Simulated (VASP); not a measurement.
Here is a VASP 6.6.1 calculation.

The input INCAR:

```
PREC = Accurate ; ENCUT = 520
EDIFF = 1E-6 ; ISMEAR = -1
SIGMA = 0.03 ; LREAL = F
LASPH = T ; NELM = 100
ALGO = Normal ; ISIF = 2
LWAVE = F ; LCHARG = T
GGA = PS ; LELF = T
LVHAR = T ; NBANDS = 15
```

Contents of KPOINTS:

```
regular mesh
0
Gamma
  7 7 7
```

The input POSCAR:

```
RbBr
1.0
   -0.0342750000      3.4103625000      3.4103625000
    3.4103625000     -0.0342750000      3.4103625000
    3.4103625000      3.4103625000     -0.0342750000
Rb Br
1 1
Direct
    0.0000000000      0.0000000000      0.0000000000
    0.5000000000      0.5000000000      0.5000000000
```

Potentials or basis: VASP PAW PBE potentials, release 64 (Rb_sv, Br).

Run with:

```bash
$ cat potpaw_PBE.64/Rb_sv/POTCAR potpaw_PBE.64/Br/POTCAR > POTCAR
$ mpirun -np 1 vasp_std > vasp.out
```

Q: What does it give for the pressure?

A: 0.0 GPa.

Q: Predict the band gap on the k mesh.

A: 4.19 eV, direct.

Caveat: the cell differs from its parent crystal (equal xy, yz and zx shear strains of -1 %); the PAW data sets were made with another functional, which shifts forces and pressure a little. A k mesh can miss the band edges.
